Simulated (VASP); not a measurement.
# Bi (R-3m) in VASP: further runs

Bi is run at these levels: PBE+D3(BJ), PBEsol, r2SCAN; tasks: single point.

All numbers are computed with VASP 6.6.1; they aren't measurements. Logs are shortened: lines on timing, memory, paths and dates and some standing lists are left out, and cuts for length are marked.

**1. The cell of the first run**

It takes space group R-3m (No. 166, trigonal). The conventional cell has a = 4.535 Å, b = 4.535 Å, c = 11.645 Å, α = 90.00°, β = 90.00°, γ = 120.00°. Within 4.1 Å of Bi (site symmetry 3m) lie 6 Bi at 3.09 to 3.45 Å.

**2. Single point, PBE+D3(BJ)**

Contents of INCAR:

```
  PREC = Accurate
  ENCUT = 520
  EDIFF = 1E-7
  ISMEAR = 0
  SIGMA = 0.1
  LREAL = False
  LASPH = True
  NELM = 60
  ALGO = Fast
  ISIF = 2
  LWAVE = False
  LCHARG = False
  GGA = PE
  IVDW = 12
  NBANDS = 22
```

Contents of KPOINTS:

```
regular mesh
0
Gamma
  12 12 12
```

Contents of POSCAR:

```
Bi
1.0
    2.2673427637      1.3090509550      3.8817322846
   -2.2673427637      1.3090509550      3.8817322846
    0.0000000000     -2.6181019099      3.8817322846
Bi
2
Direct
    0.2371283434      0.2371283434      0.2371283434
    0.7628716566      0.7628716566      0.7628716566
```

Potentials or basis: VASP PAW PBE potentials, release 64 (Bi_d).

Run with:

```console
$ cat potpaw_PBE.64/Bi_d/POTCAR > POTCAR
$ mpirun -np 1 vasp_std > vasp.out
```

OUTCAR:

```text
PREC = Accurate
   ENCUT = 520
   EDIFF = 1E-7
   ISMEAR = 0
   LREAL = False
   LASPH = True
   NELM = 60
   ISIF = 2
   GGA = PE
   IVDW = 12
 IVDW          = 12

 ion  position               nearest neighbor table
   1  0.237  0.237  0.237-   2 3.09   2 3.09   2 3.09   2 3.45   2 3.45   2 3.45
   2  0.763  0.763  0.763-   1 3.09   1 3.09   1 3.09   1 3.45   1 3.45   1 3.45

  LATTYP: Found a trigonal (rhomboedric) cell.
 ALAT       =     4.6821259210
 COS(alpha) =     0.5309942413

  Lattice vectors:

 A1 = (   2.2673427637,   1.3090509550,   3.8817322846)
 A2 = (  -2.2673427637,   1.3090509550,   3.8817322846)
 A3 = (   0.0000000000,  -2.6181019099,   3.8817322846)

Analysis of symmetry for initial positions (statically):
=====================================================================
 Subroutine PRICEL returns:
 Original cell was already a primitive cell.

 Routine SETGRP: Setting up the symmetry group for a
 trigonal (rhombohedral) supercell.

 Subroutine GETGRP returns: Found 12 space group operations
 (whereof 12 operations were pure point group operations)
 out of a pool of 12 trial point group operations.

The static configuration has the point symmetry D_3d.

Analysis of symmetry for dynamics (positions and initial velocities):
=====================================================================
 Subroutine PRICEL returns:
 Original cell was already a primitive cell.

 Routine SETGRP: Setting up the symmetry group for a
 trigonal (rhombohedral) supercell.

 Subroutine GETGRP returns: Found 12 space group operations
 (whereof 12 operations were pure point group operations)
 out of a pool of 12 trial point group operations.

The dynamic configuration has the point symmetry D_3d.

 Subroutine INISYM returns: Found 12 space group operations
 (whereof 12 operations are pure point group operations),
 and found     1 'primitive' translations

----------------------------------------------------------------------------------------

                                     Primitive cell

  volume of cell :      69.1275

  direct lattice vectors                    reciprocal lattice vectors
     2.267342764  1.309050955  3.881732285     0.220522458  0.127318701  0.085872314
    -2.267342764  1.309050955  3.881732285    -0.220522458  0.127318701  0.085872314
     0.000000000 -2.618101910  3.881732285     0.000000000 -0.254637401  0.085872314

  length of vectors
     4.682125921  4.682125921  4.682125921     0.268727111  0.268727111  0.268727111

  position of ions in fractional coordinates (direct lattice)
     0.237128343  0.237128343  0.237128343
     0.762871657  0.762871657  0.762871657

  ion indices of the primitive-cell ions
   primitive index   ion index
                 1           1
                 2           2

----------------------------------------------------------------------------------------

 KPOINTS: regular mesh

Automatic generation of k-mesh.
 Grid dimensions read from file:
 generate k-points for:   12   12   12

 Generating k-lattice:

  Cartesian coordinates                     Fractional coordinates (reciprocal lattice)
     0.018376872  0.010609892  0.007156026     0.083333333  0.000000000  0.000000000
    -0.018376872  0.010609892  0.007156026     0.000000000  0.083333333  0.000000000
     0.000000000 -0.021219783  0.007156026    -0.000000000 -0.000000000  0.083333333

  Length of vectors
     0.022393926  0.022393926  0.022393926

  Shift w.r.t. Gamma in fractional coordinates (k-lattice)
     0.000000000  0.000000000  0.000000000

 Subroutine IBZKPT returns following result:
 ===========================================

 Found    189 irreducible k-points:

 Following reciprocal coordinates:
            Coordinates               Weight
  0.000000  0.000000  0.000000      1.000000
  0.083333 -0.000000 -0.000000      6.000000
  0.166667  0.000000  0.000000      6.000000
  0.250000  0.000000  0.000000      6.000000
  0.333333  0.000000  0.000000      6.000000
  0.416667  0.000000  0.000000      6.000000
[... 16 lines left out ...]
  0.500000  0.166667  0.000000     12.000000
 -0.416667  0.166667  0.000000     12.000000
 [... further k-points ...]
   k-points           NKPTS =    189   k-points in BZ     NKDIM =    189   number of bands    NBANDS=     22
   number of dos      NEDOS =    301   number of ions     NIONS =      2
   total plane-waves  NPLWV =  46656
   dimension x,y,z NGX =    36 NGY =   36 NGZ =   36
   dimension x,y,z NGXF=    72 NGYF=   72 NGZF=   72
   ions per type =               2
   NGX,Y,Z   is equivalent  to a cutoff of  12.78, 12.78, 12.78 a.u.
   NGXF,Y,Z  is equivalent  to a cutoff of  25.56, 25.56, 25.56 a.u.
 SYSTEM =  unknown system
   PREC   = accura    normal or accurate (medium, high low for compatibility)
   ISTART =      0    job   : 0-new  1-cont  2-samecut
   ICHARG =      2    charge: 1-file 2-atom 10-const
   ISPIN  =      1    spin polarized calculation?
   LNONCOLLINEAR =      F non collinear calculations
   LSORBIT =      F    spin-orbit coupling
   LASPH  =      T    aspherical Exc in radial PAW
   ENCUT  =  520.0 eV  38.22 Ry    6.18 a.u.   8.71  8.71  8.71*2*pi/ulx,y,z
   NELM   =     60;   NELMIN=  2; NELMDL= -5     # of ELM steps
   EDIFF  = 0.1E-06   stopping-criterion for ELM
   LREAL  =      F    real-space projection
   EDIFFG = 0.1E-05   stopping-criterion for IOM
   NSW    =      0    number of steps for IOM
   IBRION =     -1    ionic relax: 0-MD 1-quasi-New 2-CG
   NFREE  =      0    steps in history (QN), initial steepest desc. (CG)
   ISIF   =      2    stress and relaxation
   ISYM   =      2    0-nonsym 1-usesym 2-fastsym
   POTIM  = 0.5000    time-step for ionic-motion
   TEBEG  =    0.0;   TEEND  =   0.0 temperature during run
   PSTRESS=    0.0 pullay stress
   NELECT =      30.0000    total number of electrons
   NUPDOWN=      -1.0000    fix difference up-down
   EMIN   =  10.00;   EMAX   =-10.00  energy-range for DOS
   EFERMI =   0.00;   METHOD = LEGACY
   ISMEAR =     0;   SIGMA  =   0.10  broadening in eV -4-tet -1-fermi 0-gaus
   EFERMI_NEDOS =   21; number of points for ismear=-14 and -15
   IALGO  =     68    algorithm
   IMIX   =      4    mixing-type and parameters
     AMIX     =   0.40;   BMIX     =  1.00
     AMIX_MAG =   1.60;   BMIX_MAG =  1.00
  volume/ion in A,a.u.               =      34.56       233.25
  Fermi-wavevector in a.u.,A,eV,Ry     =   1.239458  2.342236 20.902025  1.536256
  Thomas-Fermi vector in A             =   2.373940
   LORBIT       =      0    0 simple, 1 ext, 2 COOP (PROOUT), +10 PAW based schemes
   GGA     = PE    functional components
   LHFCALC =     F    Hartree Fock is set to
   AEXX    =    0.0000 exact exchange contribution
   IVDW    =    12    specifies the selected vdW correction
   LEPSILON=     F    determine dielectric tensor
   LRPA    =     F    only Hartree local field effects (RPA)
 non-spin polarized calculation
 RMM-DIIS sequential band-by-band and
 Gauss-broadening in eV      SIGMA  =   0.10
  energy-cutoff  :      520.00
  volume of cell :       69.13
 maximum number of plane-waves:      1887
   NGX = 17   NGY = 17   NGZ = 17

 number of electron      30.0000001 magnetization

 Free energy of the ion-electron system (eV)
  ---------------------------------------------------
  ext. energy  EPLUGINS =         0.00000000
  ---------------------------------------------------
  free energy    TOTEN  =        -7.74564063 eV

  energy without entropy =       -7.74448162  energy(sigma->0) =       -7.74506113

 E-fermi :   6.5280     XC(G=0):  -9.6255

 val. band max:        6.5175458201   @ k =   0.4167   0.0833   0.0833
 cond. band min:       6.6204580259   @ k =   0.4167   0.0000   0.0000
 fundamental gap:      0.1029122058
 Fermi energy:         6.5280494335

 k-point     1 :       0.0000    0.0000    0.0000
  band No.  band energies     occupation
      1     -16.4127      2.00000
      2     -16.4127      2.00000
      3     -16.2596      2.00000
      4     -16.2596      2.00000
      5     -16.2495      2.00000
      6     -16.0722      2.00000
[... 14 lines left out ...]
     21      12.2177      0.00000
     22      12.7693      0.00000

 k-point     2 :       0.0833   -0.0000   -0.0000
  band No.  band energies     occupation
      1     -16.4068      2.00000
      2     -16.4059      2.00000
      3     -16.2570      2.00000
      4     -16.2557      2.00000
      5     -16.2460      2.00000
      6     -16.0753      2.00000
[... 14 lines left out ...]
     21      12.2990      0.00000
     22      13.3405      0.00000

 k-point     3 :       0.1667    0.0000    0.0000
  band No.  band energies     occupation
      1     -16.3896      2.00000
      2     -16.3858      2.00000
      3     -16.2498      2.00000
      4     -16.2446      2.00000
      5     -16.2354      2.00000
      6     -16.0853      2.00000
[... 14 lines left out ...]
     21      12.6157      0.00000
     22      14.5772      0.00000

 k-point     4 :       0.2500    0.0000    0.0000
  band No.  band energies     occupation
      1     -16.3633      2.00000
      2     -16.3538      2.00000
      3     -16.2395      2.00000
      4     -16.2272      2.00000
      5     -16.2183      2.00000
      6     -16.1027      2.00000
[... 14 lines left out ...]
     21      13.2016      0.00000
     22      16.0740      0.00000

 k-point     5 :       0.3333    0.0000    0.0000
  band No.  band energies     occupation
      1     -16.3320      2.00000
      2     -16.3125      2.00000
      3     -16.2280      2.00000
      4     -16.2054      2.00000
      5     -16.1959      2.00000
      6     -16.1276      2.00000
[... 417 lines left out ...]
 k-point    22 :       0.4167    0.1667   -0.0000
  band No.  band energies     occupation
      1     -16.3549      2.00000
      2     -16.2641      2.00000
      3     -16.2303      2.00000
      4     -16.2063      2.00000
      5     -16.1728      2.00000
      6     -16.1483      2.00000
[... 14 lines left out ...]
     21      15.5781      0.00000
     22      15.9377      0.00000

 k-point    23 :       0.5000    0.1667    0.0000
  band No.  band energies     occupation
      1     -16.3284      2.00000
      2     -16.2462      2.00000
      3     -16.2086      2.00000
      4     -16.2019      2.00000
      5     -16.1707      2.00000
      6     -16.1520      2.00000
[... 14 lines left out ...]
     21      15.6317      0.00000
     22      15.9165      0.00000

 k-point    24 :      -0.4167    0.1667    0.0000
  band No.  band energies     occupation
      1     -16.3231      2.00000
      2     -16.2275      2.00000
      3     -16.2111      2.00000
      4     -16.1941      2.00000
      5     -16.1737      2.00000
      6     -16.1587      2.00000
[... 14 lines left out ...]
     21      14.5441      0.00000
     22      16.7337      0.00000

 [... further k-points ...]

------------------------ aborting loop because EDIFF is reached ----------------------------------------

 Edisp (eV)   -0.92399

 E8    (eV) :    -0.4591

  FORCE on cell =-STRESS in cart. coord.  units (eV):
  Direction    XX          YY          ZZ          XY          YZ          ZX
  --------------------------------------------------------------------------------------
  -------------------------------------------------------------------------------------
  Total      -0.02334    -0.02334    -0.00938     0.00000    -0.00000     0.00000
  in kB      -0.54101    -0.54101    -0.21735     0.00000    -0.00000     0.00000
  external pressure =       -0.43 kB  Pullay stress =        0.00 kB

 VOLUME and BASIS-vectors are now :
 -----------------------------------------------------------------------------
  energy-cutoff  :      520.00
  volume of cell :       69.13
      direct lattice vectors                 reciprocal lattice vectors
     2.267342764  1.309050955  3.881732285     0.220522458  0.127318701  0.085872314
    -2.267342764  1.309050955  3.881732285    -0.220522458  0.127318701  0.085872314
     0.000000000 -2.618101910  3.881732285     0.000000000 -0.254637401  0.085872314

 POSITION                                       TOTAL-FORCE (eV/Angst)
 -----------------------------------------------------------------------------------
      0.00000      0.00000      2.76141         0.000000      0.000000      0.007708
      0.00000      0.00000      8.88379         0.000000     -0.000000     -0.007708
 -----------------------------------------------------------------------------------
    total drift:                               -0.000000     -0.000000      0.000000

  FREE ENERGIE OF THE ION-ELECTRON SYSTEM (eV)
  ---------------------------------------------------
  free  energy   TOTEN  =        -8.6696260006 eV

  energy  without entropy=       -8.6684669937  energy(sigma->0) =       -8.66904650
```

Run time: 4.1 min. Hardware: 1 thread of Intel Xeon Platinum 8488C (Sapphire Rapids), shared host; peak memory 0.37 GiB.

Results:

```yaml
Free_energy: -8.6696 eV
Pressure: 0.0 GPa
Largest_force: 0.008 eV/Å
Band_gap_on_the_k_mesh: zero (band 15 reaches 6.48 eV, above the bottom of band 16 at 6.28 eV)
Dispersion_energy_per_atom: -0.462 eV
```

Forces on the atoms (eV/Å):
```
Bi   0.000  0.000  0.008
Bi   0.000  0.000 -0.008
```

Caveat: spin-orbit coupling is left out, which moves the levels of the heavy elements; pairwise dispersion overbinds metals, which lowers pressure and volume.

**3. Single point, PBE+D3(BJ)**

This run uses another cell than the first one, of 35.07 Å³/atom, 1.015 times its volume.

Contents of INCAR:

```
SYSTEM = Bi
PREC = Accurate ; ENCUT = 520
EDIFF = 1E-6 ; ISMEAR = 0
SIGMA = 0.1 ; LREAL = .False.
LASPH = .True. ; NELM = 100
ALGO = Fast ; ISIF = 2
LWAVE = .False. ; LCHARG = .False.
GGA = PE ; IVDW = 12
NBANDS = 22
```

Contents of KPOINTS:

```
regular mesh
0
Gamma
  12 12 12
  0 0 0
```

Contents of POSCAR:

```
Bi
1.0
    2.2675000000      1.3091417354      3.9380000000
   -2.2675000000      1.3091417354      3.9380000000
    0.0000000000     -2.6182834708      3.9380000000
Bi
2
Direct
    0.2363356408      0.2363356408      0.2363356408
    0.7636643592      0.7636643592      0.7636643592
```

Potentials or basis: VASP PAW PBE potentials, release 64 (Bi_d).

Run with:

```console
$ cat potpaw_PBE.64/Bi_d/POTCAR > POTCAR
$ mpirun -np 1 vasp_std > vasp.out
```

Run time: 3.4 min. Hardware: 1 thread of Intel Xeon Platinum 8488C (Sapphire Rapids), shared host; peak memory 0.37 GiB.

Results (log left out):

```yaml
Free_energy: -8.6678 eV
Pressure: -0.5 GPa
Band_gap_on_the_k_mesh: zero (band 15 reaches 6.33 eV, above the bottom of band 16 at 6.13 eV)
Dispersion_energy_per_atom: -0.455 eV
```

Forces in eV/Å, atoms in the order of the input:
```
Bi   0.000  0.000 -0.003
Bi   0.000  0.000  0.003
```

Stress tensor (GPa, compression positive):
```
-0.43  0.00  0.00
 0.00 -0.43  0.00
 0.00  0.00 -0.64
```

Levels at points of the mesh, in eV from the Fermi level:
```
           k point  band 12  band 13  band 14  band 15  band 16  band 17  band 18  band 19
(0.00, 0.00, 0.00)    -7.46    -1.54    -1.18    -1.18     2.68     3.00     3.00     5.52
(0.50, 0.00, 0.00)   -10.55    -1.22    -1.03    -0.26    -0.24     0.39     0.87     7.58
(0.50, 0.50, 0.00)    -9.42    -4.73    -3.07    -2.88     2.47     4.93     5.35     6.79
(0.50, 0.50, 0.50)   -10.06    -0.79    -0.50    -0.50     0.61     0.61     0.64     7.16
```

Caveat: spin-orbit coupling is left out, which moves the levels of the heavy elements; pairwise dispersion overbinds metals, which lowers pressure and volume.

**4. Single point, PBE+D3(BJ)**

Contents of INCAR:

```
  PREC = Accurate
  ENCUT = 520
  EDIFF = 1E-7
  ISMEAR = 0
  SIGMA = 0.1
  LREAL = False
  LASPH = True
  NELM = 60
  ALGO = Fast
  ISIF = 2
  LWAVE = False
  LCHARG = False
  GGA = PE
  IVDW = 12
  NBANDS = 22
```

Contents of KPOINTS:

```
regular mesh
0
Gamma
  12 12 12
```

Contents of POSCAR:

```
Bi
1.0
    2.2673427694      1.3090509583      3.8817322408
   -2.2673427694      1.3090509583      3.8817322408
    0.0000000000     -2.6181019165      3.8817322408
Bi
2
Direct
    0.2371283440      0.2371283440      0.2371283440
    0.7628716560      0.7628716560      0.7628716560
```

Run with:

```console
$ cat potpaw_PBE.64/Bi_d/POTCAR > POTCAR
$ mpirun -np 1 vasp_std > vasp.out
```

Wall time 3.4 min (1 thread of AMD EPYC 9R45 (Zen 5), shared host); peak memory 0.34 GiB.

It converged, with:

```
Free energy                : -8.6696 eV
Pressure                   : 0.0 GPa
Largest force              : 0.008 eV/Å
Band gap on the k mesh     : zero (band 15 reaches 6.48 eV, above the bottom of band 16 at 6.28 eV)
Dispersion energy per atom : -0.462 eV
```

Forces in eV/Å, atoms in the order of the input:
```
Bi   0.000  0.000  0.008
Bi   0.000  0.000 -0.008
```

Levels at points of the mesh, in eV from the Fermi level:
```
           k point  band 12  band 13  band 14  band 15  band 16  band 17  band 18  band 19
(0.00, 0.00, 0.00)    -7.41    -1.49    -1.24    -1.24     2.76     3.05     3.05     5.52
(0.50, 0.00, 0.00)   -10.62    -1.12    -1.00    -0.26    -0.25     0.38     0.79     7.74
(0.50, 0.50, 0.00)    -9.41    -4.83    -3.10    -2.97     2.47     5.03     5.37     6.95
(0.50, 0.50, 0.50)   -10.14    -0.81    -0.52    -0.52     0.52     0.52     0.56     7.30
```

Caveat: spin-orbit coupling is left out, which moves the levels of the heavy elements; pairwise dispersion overbinds metals, which lowers pressure and volume.

**5. Single point, PBEsol**

Contents of INCAR:

```
PREC     = Accurate       # precision mode
ENCUT    = 520            # plane-wave cutoff, eV
EDIFF    = 1E-6           # SCF threshold, eV
ISMEAR   = 0              # smearing method
SIGMA    = 0.1            # smearing width, eV
LREAL    = F              # projectors in reciprocal space
LASPH    = T              # aspherical terms in the spheres
NELM     = 100            # most SCF steps
ALGO     = Fast           # electronic algorithm
ISIF     = 2              # what is computed and relaxed
LWAVE    = F              # write WAVECAR
LCHARG   = T              # write CHGCAR
GGA      = PS             # functional
LELF     = T              # ELF
LVHAR    = T            
NBANDS   = 22             # bands
```

KPOINTS is that of step 4.

POSCAR is that of step 4.

Run with:

```console
$ cat potpaw_PBE.64/Bi_d/POTCAR > POTCAR
$ mpirun -np 1 vasp_std > vasp.out
```

Run time: 4.3 min. Hardware: 1 thread of AMD EPYC 9R45 (Zen 5), shared host; peak memory 0.33 GiB.

The run converged. Its results:

| Item | Value |
| --- | --- |
| Free energy | -8.6054 eV |
| Pressure | -0.4 GPa |
| Largest force | 0.043 eV/Å |
| Band gap on the k mesh | zero (band 15 reaches 6.31 eV, above the bottom of band 16 at 6.09 eV) |

Forces on the atoms (eV/Å):
```
Bi   0.000  0.000 -0.043
Bi   0.000  0.000  0.043
```

Levels at points of the mesh, in eV from the Fermi level:
```
           k point  band 12  band 13  band 14  band 15  band 16  band 17  band 18  band 19
(0.00, 0.00, 0.00)    -7.42    -1.49    -1.23    -1.23     2.76     3.05     3.05     5.50
(0.50, 0.00, 0.00)   -10.63    -1.12    -0.99    -0.28    -0.26     0.37     0.78     7.69
(0.50, 0.50, 0.00)    -9.42    -4.84    -3.10    -2.97     2.43     5.03     5.37     6.95
(0.50, 0.50, 0.50)   -10.15    -0.84    -0.51    -0.51     0.52     0.52     0.55     7.25
```

Caveat: the PAW data sets were made with another functional, which shifts forces and pressure a little; spin-orbit coupling is left out, which moves the levels of the heavy elements.

[end of part 1 of 2]
